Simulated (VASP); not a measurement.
# W (Im-3m) in VASP: further runs

Aim: see how the results for W move with the level of theory and the settings. Levels: r2SCAN0, r2SCANh. Tasks: single point.

Everything below comes from runs of VASP 6.6.1. Logs are shortened: lines on timing, memory, paths and dates and some standing lists are left out, and cuts for length are marked.

## 1. The cell of the first run

It takes space group Im-3m (No. 229, cubic). The conventional cell has a = 3.165 Å, b = 3.165 Å, c = 3.165 Å, α = 90.00°, β = 90.00°, γ = 90.00°. Within 3.6 Å of W (site symmetry m-3m) lie 14 W at 2.74 to 3.16 Å.

## 2. Single point, r2SCAN0

POSCAR

```
W
1.0
   -1.5823450000      1.5823450000      1.5823450000
    1.5823450000     -1.5823450000      1.5823450000
    1.5823450000      1.5823450000     -1.5823450000
W
1
Direct
    0.0000000000      0.0000000000      0.0000000000
```

INCAR.step1

```
ALGO = Normal
EDIFF = 1E-5
ENCUT = 520
GGA = PE
ISIF = 2
ISMEAR = -1
LASPH = T
LCHARG = F
LREAL = F
LWAVE = T
NBANDS = 13
NELM = 60
PREC = Accurate
SIGMA = 0.05
```

INCAR.step2

```
AEXX = 0.25
ALGO = Normal
EDIFF = 1E-6
ENCUT = 520
ISIF = 2
ISMEAR = -1
ISTART = 1
LASPH = T
LCHARG = F
LHFCALC = T
LMIXTAU = T
LREAL = F
LWAVE = F
METAGGA = R2SCAN
NBANDS = 13
NELM = 60
PREC = Accurate
PRECFOCK = Normal
SIGMA = 0.05
```

KPOINTS

```
k-points
0
Gamma
  6 6 6
```

Potentials or basis: VASP PAW PBE potentials, release 64 (W_sv).

The run is started by

```bash
cat potpaw_PBE.64/W_sv/POTCAR > POTCAR
cp INCAR.step1 INCAR
mpirun -np 1 vasp_std > vasp.out
cp INCAR.step2 INCAR
mpirun -np 1 vasp_std > vasp.out
```

OUTCAR:

```text
AEXX = 0.25
   EDIFF = 1E-6
   ENCUT = 520
   ISIF = 2
   ISMEAR = -1
   ISTART = 1
   LASPH = T
   LHFCALC = T
   LREAL = F
   METAGGA = R2SCAN
   NELM = 60
   PREC = Accurate
   PRECFOCK = Normal

 ion  position               nearest neighbor table
   1  0.000  0.000  0.000-

  LATTYP: Found a body centered cubic cell.
 ALAT       =     3.1646900000

  Lattice vectors:

 A1 = (  -1.5823450000,   1.5823450000,   1.5823450000)
 A2 = (   1.5823450000,  -1.5823450000,   1.5823450000)
 A3 = (   1.5823450000,   1.5823450000,  -1.5823450000)

Analysis of symmetry for initial positions (statically):
=====================================================================
 Subroutine PRICEL returns:
 Original cell was already a primitive cell.

 Routine SETGRP: Setting up the symmetry group for a
 body centered cubic supercell.

 Subroutine GETGRP returns: Found 48 space group operations
 (whereof 48 operations were pure point group operations)
 out of a pool of 48 trial point group operations.

The static configuration has the point symmetry O_h .

Analysis of symmetry for dynamics (positions and initial velocities):
=====================================================================
 Subroutine PRICEL returns:
 Original cell was already a primitive cell.

 Routine SETGRP: Setting up the symmetry group for a
 body centered cubic supercell.

 Subroutine GETGRP returns: Found 48 space group operations
 (whereof 48 operations were pure point group operations)
 out of a pool of 48 trial point group operations.

The dynamic configuration has the point symmetry O_h .

 Subroutine INISYM returns: Found 48 space group operations
 (whereof 48 operations are pure point group operations),
 and found     1 'primitive' translations

----------------------------------------------------------------------------------------

                                     Primitive cell

  volume of cell :      15.8476

  direct lattice vectors                    reciprocal lattice vectors
    -1.582345000  1.582345000  1.582345000     0.000000000  0.315986716  0.315986716
     1.582345000 -1.582345000  1.582345000     0.315986716  0.000000000  0.315986716
     1.582345000  1.582345000 -1.582345000     0.315986716  0.315986716  0.000000000

  length of vectors
     2.740701935  2.740701935  2.740701935     0.446872699  0.446872699  0.446872699

  position of ions in fractional coordinates (direct lattice)
[... 82 lines left out ...]
   EFERMI =   0.00;   METHOD = LEGACY
   ISMEAR =    -1;   SIGMA  =   0.05  broadening in eV -4-tet -1-fermi 0-gaus
   EFERMI_NEDOS =   21; number of points for ismear=-14 and -15
   IALGO  =     38    algorithm
   IMIX   =      1    mixing-type and parameters
     AMIX     =   0.40;   BMIX     =  1.00
     AMIX_MAG =   1.60;   BMIX_MAG =  1.00
  volume/ion in A,a.u.               =      15.85       106.94
  Fermi-wavevector in a.u.,A,eV,Ry     =   1.570832  2.968442 33.572544  2.467512
  Thomas-Fermi vector in A             =   2.672506
   LORBIT       =      0    0 simple, 1 ext, 2 COOP (PROOUT), +10 PAW based schemes
   METAGGA = R2SCAN    functional components
   LHFCALC =     T    Hartree Fock is set to
   PRECFOCK=normal    Normal, Fast or Accurate (Low or Medium for compatibility)
   ENCUT4O =  -1.0   cutoff for four orbital integrals eV
   NKREDX  =     1    reduce k-point grid by
   NKREDY  =     1    reduce k-point grid by
   NKREDZ  =     1    reduce k-point grid by
   AEXX    =    0.2500 exact exchange contribution
   HFSCREEN=    0.0000 screening length (either q_TF or 0.3 A-1)
   HFSCREENC=   0.0000 screening length for correlation (either q_TF or 0.3 A-1)
   ENCUTFOCK=  -1.0 apply spherical cutoff to Coloumb kernel
   IVDW    =     0    specifies the selected vdW correction
   LEPSILON=     F    determine dielectric tensor
   LRPA    =     F    only Hartree local field effects (RPA)
 non-spin polarized calculation
  energy-cutoff  :      520.00
  volume of cell :       15.85
 maximum number of plane-waves:       438
  NGX = 16; NGY = 16; NGZ = 16

 number of electron      14.0000004 magnetization

 Free energy of the ion-electron system (eV)
  ---------------------------------------------------
  ext. energy  EPLUGINS =         0.00000000
  ---------------------------------------------------
  free energy    TOTEN  =       -45.55733392 eV

  energy without entropy =      -45.55732457  energy(sigma->0) =      -45.55732924

 E-fermi :  11.2801     XC(G=0): -11.5515

 val. band max:       10.8037575817   @ k =   0.1667   0.0000   0.0000
 cond. band min:      11.7156438132   @ k =   0.5000   0.0000   0.0000
 fundamental gap:      0.9118862315
 Fermi energy:        11.2800659113

 k-point     1 :       0.0000    0.0000    0.0000
  band No.  band energies     occupation
      1     -68.8646      2.00000
      2     -30.3526      2.00000
      3     -30.3526      2.00000
      4     -30.3526      2.00000
      5      -0.4947      2.00000
      6       9.1833      2.00000
      7       9.1834      2.00000
      8       9.1834      2.00000
      9      14.8633      0.00000
     10      14.8633      0.00000
     11      27.5180      0.00000
     12      27.5181      0.00000
     13      27.5181      0.00000
[... 226 lines left out ...]
  band No.  band energies     occupation
      1     -68.5638      2.00000
      2     -31.4058      2.00000
      3     -31.4058      2.00000
      4     -31.4058      2.00000
      5       4.1235      2.00000
      6       4.1236      2.00000
      7      17.6175      0.00000
      8      17.6175      0.00000
      9      17.6175      0.00000
     10      20.7213      0.00000
     11      20.7213      0.00000
     12      20.7213      0.00000
     13      29.8990      0.00000

------------------------ aborting loop because EDIFF is reached ----------------------------------------

  FORCE on cell =-STRESS in cart. coord.  units (eV):
  Direction    XX          YY          ZZ          XY          YZ          ZX
  --------------------------------------------------------------------------------------
  -------------------------------------------------------------------------------------
  Total       -0.5934300     -0.5934300     -0.5934300     -0.0000000     -0.0000000     -0.0000000
  in kB      -59.9952050    -59.9952050    -59.9952050     -0.0000000     -0.0000000     -0.0000000
  external PRESSURE =     -59.9952050 kB  Pullay stress =       0.0000000 kB

 VOLUME and BASIS-vectors are now :
 -----------------------------------------------------------------------------
  energy-cutoff  :      520.00
  volume of cell :       15.85
      direct lattice vectors                 reciprocal lattice vectors
    -1.582345000  1.582345000  1.582345000     0.000000000  0.315986716  0.315986716
     1.582345000 -1.582345000  1.582345000     0.315986716  0.000000000  0.315986716
     1.582345000  1.582345000 -1.582345000     0.315986716  0.315986716  0.000000000

 POSITION                                       TOTAL-FORCE (eV/Angst)
 -----------------------------------------------------------------------------------
      0.00000      0.00000      0.00000         0.000000     -0.000000      0.000000
 -----------------------------------------------------------------------------------
    total drift:                               -0.000000     -0.000001     -0.000001

  FREE ENERGIE OF THE ION-ELECTRON SYSTEM (eV)
  ---------------------------------------------------
  free  energy   TOTEN  =       -45.5573339173 eV

  energy  without entropy=      -45.5573245697  energy(sigma->0) =      -45.55732924
```

OSZICAR.step1:

```text
N       E                     dE             d eps       ncg     rms          rms(c)
DAV:   1     0.806025657525E+02    0.80603E+02   -0.75319E+03   424   0.121E+03
DAV:   2    -0.120735926884E+02   -0.92676E+02   -0.89105E+02   466   0.307E+02
DAV:   3    -0.135812815427E+02   -0.15077E+01   -0.15019E+01   456   0.386E+01
DAV:   4    -0.135869677264E+02   -0.56862E-02   -0.56861E-02   446   0.266E+00
DAV:   5    -0.135870144147E+02   -0.46688E-04   -0.46687E-04   476   0.227E-01    0.210E+01
DAV:   6    -0.131140725925E+02    0.47294E+00   -0.39975E-01   431   0.851E+00    0.844E+00
DAV:   7    -0.130024228678E+02    0.11165E+00   -0.17987E-01   456   0.540E+00    0.530E-01
DAV:   8    -0.129983530390E+02    0.40698E-02   -0.31836E-03   421   0.682E-01    0.331E-01
DAV:   9    -0.129983723344E+02   -0.19295E-04   -0.18953E-04   446   0.185E-01    0.543E-02
DAV:  10    -0.129983644217E+02    0.79126E-05   -0.10774E-05   243   0.493E-02
   1 F= -.12998364E+02 E0= -.12996459E+02  d E =-.381158E-02
```

Wall time 19 min (1 thread of AMD EPYC 7R43 (Zen 3), shared host); peak memory 0.11 GiB.

Results:

| Item | Value |
| --- | --- |
| Free energy | -45.5573 eV |
| Pressure | -6.0 GPa |
| Band gap on the k mesh | zero (bands 7 and 8 overlap by 8.43 eV) |

Levels at points of the mesh, in eV from the Fermi level:
```csv
k point,band 4,band 5,band 6,band 7,band 8,band 9,band 10,band 11
"(0.00, 0.00, 0.00)",-41.63,-11.77,-2.10,-2.10,-2.10,3.58,3.58,16.24
"(0.50, 0.00, 0.00)",-41.62,-7.88,-4.83,0.44,3.39,4.50,7.37,12.90
"(0.50, 0.50, 0.50)",-42.69,-7.16,-7.16,6.34,6.34,6.34,9.44,9.44
```

Caveat: the k points lie up to 0.47 Å⁻¹ apart, too coarse for converged energies and pressures of a metal; the PAW data sets were made with another functional, which shifts forces and pressure a little; spin-orbit coupling is left out, which moves the levels of the heavy elements.

## 3. Single point, r2SCANh

POSCAR is that of step 2.

INCAR.step1

```
SYSTEM = W
PREC = Accurate
ENCUT = 520
EDIFF = 1E-5
ISMEAR = -1
SIGMA = 0.05
LREAL = .FALSE.
LASPH = .TRUE.
NELM = 100
ALGO = Normal
ISIF = 2
LWAVE = .TRUE.
GGA = PE
NBANDS = 13
```

INCAR.step2

```
SYSTEM = W
PREC = Accurate
ENCUT = 520
EDIFF = 1E-6
ISMEAR = -1
SIGMA = 0.05
LREAL = .FALSE.
LASPH = .TRUE.
NELM = 100
ALGO = Normal
ISIF = 2
LWAVE = .FALSE.
LCHARG = .TRUE.
METAGGA = R2SCAN
LHFCALC = .TRUE.
AEXX = 0.1
LMIXTAU = .TRUE.
PRECFOCK = Normal
LELF = .TRUE.
LVHAR = .TRUE.
ISTART = 1
NBANDS = 13
```

KPOINTS

```
Automatic mesh
0
G
  6 6 6
  0 0 0
```

Potentials or basis: VASP PAW PBE potentials, release 64 (W_sv).

The run is started by

```bash
cat potpaw_PBE.64/W_sv/POTCAR > POTCAR
cp INCAR.step1 INCAR
mpirun -np 1 vasp_std > vasp.out
cp INCAR.step2 INCAR
mpirun -np 1 vasp_std > vasp.out
```

It took 20 min on 1 thread of AMD EPYC 7R43 (Zen 3), shared host; peak memory 0.11 GiB.

It converged, with:

```
Free energy            : -49.0516 eV
Pressure               : -2.3 GPa
Band gap on the k mesh : zero (bands 7 and 8 overlap by 7.35 eV)
```

Levels at points of the mesh, in eV from the Fermi level:
```tsv
k point	band 3	band 4	band 5	band 6	band 7	band 8	band 9	band 10	band 11	band 12
(0.00, 0.00, 0.00)	-40.19	-40.19	-10.97	-1.78	-1.78	-1.78	2.80	2.80	15.47	15.47
(0.50, 0.00, 0.00)	-40.65	-40.19	-7.27	-4.35	0.32	2.63	3.70	6.60	12.00	12.26
(0.50, 0.50, 0.50)	-41.18	-41.18	-6.66	-6.66	5.58	5.58	5.58	8.73	8.73	8.73
```

Caveat: the k points lie up to 0.47 Å⁻¹ apart, too coarse for converged energies and pressures of a metal; the PAW data sets were made with another functional, which shifts forces and pressure a little; spin-orbit coupling is left out, which moves the levels of the heavy elements.

The gap in the log of VASP goes by the Fermi energy; the results here count the filled bands.